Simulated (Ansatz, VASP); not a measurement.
# Cd in VASP and in Ansatz

```
CELL_PARAMETERS angstrom
3.01596 0.00000 0.00000
-1.50798 2.61190 0.00000
0.00000 0.00000 5.81879
ATOMIC_POSITIONS crystal
Cd 0.33333 0.66667 0.25000
Cd 0.66667 0.33333 0.75000
```

Alike in both runs: functional PBE; k mesh 21 × 21 × 10; occupations gaussian, width 0.1 eV; no spin polarisation.

Ansatz relaxed the structure, and its values are those at the end. VASP's run is a single point on that final structure, the one shown.

|  | VASP | Ansatz |
| --- | --- | --- |
| version | VASP 6.6.1 | Ansatz 0.2.0 |
| potentials or method | VASP PAW PBE potentials, release 64 (Cd), cutoff 520 eV | scalar-relativistic, plane waves, PAW |
| valence electrons in the cell | 24 | 40 |

```tsv
	VASP	Ansatz	Ansatz less VASP
gap on the k mesh at the Fermi level (eV)	none	none	-
pressure (GPa)	0.3	0.0	-0.30
```

A gap of «none» marks a metal or a gap that the smearing closes. The functional is the same, so the differences come from potentials, cutoffs and numerics. VASP's potentials hold 24 valence electrons a cell and Ansatz's 40, so a difference there can come from the potentials and not from the codes.
